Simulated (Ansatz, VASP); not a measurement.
## Two plane-wave programs on BiS4

```
Bi S
1.0
     5.20921    0.00000    0.00000
     0.00000    5.20921    0.00000
     0.00000    0.00000    5.20921
Bi S
1 4
Direct
  0.50000 0.50000 0.50000
  0.00000 0.50000 0.50000
  0.50000 0.50000 0.00000
  0.50000 0.00000 0.50000
  0.00000 0.00000 0.00000
```

Change from the starting cell: species swapped into the Fe4N type (Pm-3m, No. 221).

Alike in both runs: functional PBE; k mesh 8 × 8 × 8; occupations gaussian, width 0.1 eV; no spin polarisation.

Ansatz relaxed the structure, and its values are those at the end. VASP's run is a single point on that final structure, the one shown.

```csv
,VASP,Ansatz
version,VASP 6.6.1,Ansatz 0.2.0
potentials or method,"VASP PAW PBE potentials, release 64 (Bi_d, S), cutoff 520 eV","scalar-relativistic, plane waves, PAW"
valence electrons in the cell,39,39
```

|  | VASP | Ansatz | Ansatz less VASP |
| --- | --- | --- | --- |
| gap on the k mesh at the Fermi level (eV) | none | none | - |
| pressure (GPa) | -0.1 | 0.0 | +0.07 |

A gap of «none» marks a metal or a gap that the smearing closes.

Neither program's run includes spin-orbit coupling.
